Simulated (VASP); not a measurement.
A run of VASP 6.6.1 is set up as follows.

The input INCAR:

```
SYSTEM = ZnSe
ALGO     = Normal         ! electronic algorithm
EDIFF    = 1E-6           ! SCF threshold, eV
ENCUT    = 520            ! plane-wave cutoff, eV
ISIF     = 2              ! what is computed and relaxed
ISMEAR   = 0              ! smearing method
LASPH    = .TRUE.         ! aspherical terms in the spheres
LCHARG   = .FALSE.        ! write CHGCAR
LREAL    = .FALSE.        ! projectors in reciprocal space
LWAVE    = .FALSE.        ! write WAVECAR
NBANDS   = 26             ! bands
NELM     = 100            ! most SCF steps
PREC     = Accurate       ! precision mode
SIGMA    = 0.05           ! smearing width, eV
```

Contents of KPOINTS:

```
k-points
0
G
  8 8 6
  0 0 0
```

Contents of POSCAR:

```
ZnSe
1.0
    3.9824792206      0.0000000000      0.0000000000
    0.0000000000      3.9824792206      0.0000000000
    0.0000000000      0.0000000000      4.9408000000
Zn Se
2 2
Direct
    0.0000000000      0.0000000000      0.0000000000
    0.5000000000      0.5000000000      0.0000000000
    0.0000000000      0.5000000000      0.2797006019
    0.5000000000      0.0000000000      0.7202993981
```

Potentials or basis: VASP PAW LDA potentials, release 64 (Zn, Se).

The run is started by

```bash
$ cat potpaw_LDA.64/Zn/POTCAR potpaw_LDA.64/Se/POTCAR > POTCAR
$ mpirun -np 1 vasp_std > vasp.out
```

Task: Estimate the pressure.

Result: 5.4 GPa.

Task: Predict the band gap on the k mesh.

Result: 1.24 eV, direct.

Task: What does it give for the largest force?

Result: 0.934 eV/Å.

Forces in eV/Å, atoms in the order of the input:
```
Zn   0.000  0.000  0.000
Zn   0.000  0.000  0.000
Se   0.000  0.000  0.934
Se   0.000  0.000 -0.934
```

A k mesh can miss the band edges.
